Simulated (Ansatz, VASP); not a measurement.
## Ba2O: VASP beside Ansatz

Contents of INCAR:

```
ALGO = Normal
EDIFF = 1E-7
EDIFFG = -0.01
ENCUT = 910
GGA = PE
GGA_COMPAT = F
IBRION = 2
ISIF = 3
ISMEAR = 0
LASPH = T
LCHARG = F
LREAL = F
LWAVE = F
NELM = 120
NELMIN = 4
NSW = 80
PREC = Accurate
SIGMA = 0.1
```

KPOINTS

```
k-points
0
Gamma
  6 6 6
```

The input POSCAR:

```
Ba2O
1.0
    6.0883151645      0.0000000000      0.0000000000
    0.0000000000      6.0883151645      0.0000000000
    0.0000000000      0.0000000000      6.0883151645
Ba O
4 2
Direct
    0.2500000000      0.2500000000      0.2500000000
    0.2500000000      0.7500000000      0.7500000000
    0.7500000000      0.7500000000      0.2500000000
    0.7500000000      0.2500000000      0.7500000000
    0.0000000000      0.0000000000      0.0000000000
    0.5000000000      0.5000000000      0.5000000000
```

Input for Ansatz:

```yaml
crystal:
  lattice:
    - [6.0883151645, 0.0, 0.0]
    - [0.0, 6.0883151645, 0.0]
    - [0.0, 0.0, 6.0883151645]
  atoms:
    - { symbol: Ba, position: [0.25, 0.25, 0.25] }
    - { symbol: Ba, position: [0.25, 0.75, 0.75] }
    - { symbol: Ba, position: [0.75, 0.75, 0.25] }
    - { symbol: Ba, position: [0.75, 0.25, 0.75] }
    - { symbol: O, position: [0.0, 0.0, 0.0] }
    - { symbol: O, position: [0.5, 0.5, 0.5] }
basis:
  ecutwfc: 420
kpoints:
  mp_grid: { grid: [6, 6, 6] }
hamiltonian:
  xc: pbe
scf:
  occupations: { method: gaussian, width: 0.1 }
output:
  forces: true
  stress: true
  eigenvalues: true
relax:
  adjacent_minimum: "off"
  f_tol: 0.01
  max_steps: 60
  cell: { stress_tol: 0.1 }
```

Alike in both runs: task relaxation of cell and atoms; functional PBE; k mesh 6 × 6 × 6; occupations gaussian, width 0.1 eV; no spin polarisation.

```csv
,VASP,Ansatz
version,VASP 6.6.1,Ansatz 0.2.0
potentials or method,"VASP PAW PBE potentials, release 64 (Ba_sv, O_h), cutoff 910 eV","scalar-relativistic, plane waves, PAW"
valence electrons in the cell,52,52
```

Ansatz gave:

```
gap on the k mesh at the Fermi level, each at its own relaxed structure (eV) : none
relaxed volume (Å³/atom)                                                     : 37.90
relaxed length of the cell vector where the two differ most in proportion (Å)              : 6.104
```

Task: Estimate VASP's values.

Result: gap on the k mesh at the Fermi level, each at its own relaxed structure (eV): none; relaxed volume (Å³/atom): 38.85; relaxed length of the cell vector where the two differ most in proportion (Å): 6.155.

A gap of «none» marks a metal or a gap that the smearing closes.

Spin-orbit coupling is off throughout. Noted on VASP's run: the cutoff is under 1.25 times that of the potentials, so the pressure is a little rough.
